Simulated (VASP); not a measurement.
KF, 2 atoms in the cell. The cell holds a wire or tube with vacuum around it, 2 atoms: a = 9.000 Å, b = 9.300 Å, c = 4.877 Å, α = 90.00°, β = 90.00°, γ = 90.00°. 

```yaml
Program: VASP 6.6.1
Task: single point
Functional: PBE
Potentials_or_basis: VASP PAW PBE potentials, release 64 (K_sv, F)
Cutoff: 520 eV
k_mesh: 1 × 1 × 13
Occupations: gaussian, width 0.05 eV
Spin: collinear spin
Starting_moments: "[0.5, 0.5] μB"
Dipole_correction: no
Further_INCAR_settings: ALGO = Normal; EDIFF = 1e-06; NBANDS = 19
```

Potentials or basis: VASP PAW PBE potentials, release 64 (K_sv, F).

The run is started by

```console
$ cat potpaw_PBE.64/K_sv/POTCAR potpaw_PBE.64/F/POTCAR > POTCAR
$ mpirun -np 1 vasp_std > vasp.out
```

Hardware: 1 thread of AMD EPYC 9R45 96-Core Processor (Zen 5), on a shared host.

Task: How long does it take, and how much memory?

Result: Wall time 100 s on 1 thread of AMD EPYC 9R45 96-Core Processor (Zen 5), on a shared host, peak memory 0.53 GiB. Counts: scf iterations 24, k points 7.
